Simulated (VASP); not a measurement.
A run of VASP 6.6.1 is set up as follows.

The input INCAR:

```
  PREC = Accurate
  ENCUT = 520
  EDIFF = 1E-6
  ISMEAR = 0
  SIGMA = 0.1
  LREAL = F
  LASPH = T
  NELM = 80
  ALGO = Normal
  ISIF = 2
  LWAVE = F
  LCHARG = T
  GGA = PE
  LELF = T
  LVHAR = T
  NBANDS = 24
```

KPOINTS

```
regular mesh
0
Gamma
  10 10 6
```

The input POSCAR:

```
HfC5
1.0
    3.3533923845      0.0000000000      0.0000000000
    0.0000000000      3.3533923845      0.0000000000
    0.0000000000      0.0000000000      7.2805623473
Hf C
1 5
Direct
    0.5000000000      0.5000000000      0.0000000000
    0.3007724546      0.0000000000      0.5000000000
    0.6992275454      0.0000000000      0.5000000000
    0.0000000000      0.6992275454      0.5000000000
    0.0000000000      0.3007724546      0.5000000000
    0.0000000000      0.0000000000      0.0000000000
```

Potentials or basis: VASP PAW PBE potentials, release 64 (Hf_pv, C).

Run with:

```sh
$ cat potpaw_PBE.64/Hf_pv/POTCAR potpaw_PBE.64/C/POTCAR > POTCAR
$ mpirun -np 1 vasp_std > vasp.out
```

Problem. What does it give for the band gap on the k mesh?

Solution. Zero (bands 15 and 16 overlap by 1.55 eV).

Problem. Predict the largest force.

Solution. 0.054 eV/Å.

Forces on the atoms (eV/Å):
```
Hf   0.000  0.000  0.000
C    0.054  0.000  0.000
C   -0.054  0.000  0.000
C    0.000 -0.054  0.000
C    0.000  0.054  0.000
C    0.000  0.000  0.000
```

Caveat: spin-orbit coupling is left out, which moves the levels of the heavy elements.
